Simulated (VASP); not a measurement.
Pt:

```
Pt
1.0
     1.72651    0.99680    3.20161
    -1.72651    0.99680    3.20161
     0.00000   -1.99360    3.20161
Pt
2
Direct
  0.22754 0.22754 0.22754
  0.77246 0.77246 0.77246
```

* Program: VASP 6.6.1
* Task: relaxation of cell and atoms
* Functional: r2SCAN
* Potentials or basis: VASP PAW PBE potentials, release 64 (Pt)
* Cutoff: 600 eV
* k mesh: 6 × 6 × 6
* Occupations: gaussian, width 0.1 eV
* Spin: no spin polarisation

At the start: pressure 41.1 GPa; volume 16.53 Å³/atom.

**Question.** How do energy, volume and symmetry change on relaxing?

**Answer.** Over 20 steps the energy falls by 722.9 meV/atom and the volume is 17.70 Å³/atom (+7.1 %); space group Pm-3m (No. 221, to 0.05 Å).

Step by step:
| step | energy change (eV) | largest force (eV/Å) | pressure (GPa) | volume (Å³) |
| --- | --- | --- | --- | --- |
| 1 | 0.0000 | 6.5062 | 41.10 | 33.06 |
| 2 | 1.5828 | 0.5785 | -25.58 | 57.51 |
| 3 | 0.0431 | 0.0006 | -27.16 | 47.98 |
| 4 | -0.7759 | 0.2718 | -21.96 | 42.61 |
| 5 | -1.1101 | 1.6838 | -5.11 | 37.64 |
| 6 | -1.1149 | 1.3796 | -8.14 | 38.25 |
| 7 | -1.1153 | 1.4614 | -7.34 | 38.08 |
| 8 | -1.3722 | 1.1803 | 3.31 | 35.02 |
| 9 | -1.3784 | 0.5957 | 11.08 | 33.71 |
| 10 | -1.3877 | 0.9494 | 7.27 | 34.30 |
| 11 | -1.3810 | 1.0061 | -0.16 | 35.62 |
| 12 | -1.4385 | 0.1226 | 2.90 | 34.87 |
| 13 | -1.4385 | 0.1717 | 2.75 | 34.90 |
| 14 | -1.4368 | 0.1667 | -3.05 | 35.93 |
| 15 | -1.4435 | 0.0049 | -0.02 | 35.37 |
| 16 | -1.4435 | 0.0014 | -0.05 | 35.38 |
| 17 | -1.4438 | 0.0038 | -0.05 | 35.37 |
| 18 | -1.4446 | 0.0207 | 0.03 | 35.35 |
| 19 | -1.4456 | 0.0535 | 0.24 | 35.32 |
| 20 | -1.4457 | 0.0120 | -0.30 | 35.41 |

Final structure:
```yaml
crystal:
  lattice:
    - [1.84127, 1.06306, 3.01483]
    - [-1.84127, 1.06306, 3.01483]
    - [0.00000, -2.12611, 3.01483]
  atoms:
    - { symbol: Pt, position: [0.24995, 0.24995, 0.24995] }
    - { symbol: Pt, position: [0.75005, 0.75005, 0.75005] }
```

Caveat: the k points lie up to 0.35 Å⁻¹ apart in the final cell; the PAW data sets were made with another functional, which shifts forces and pressure a little.
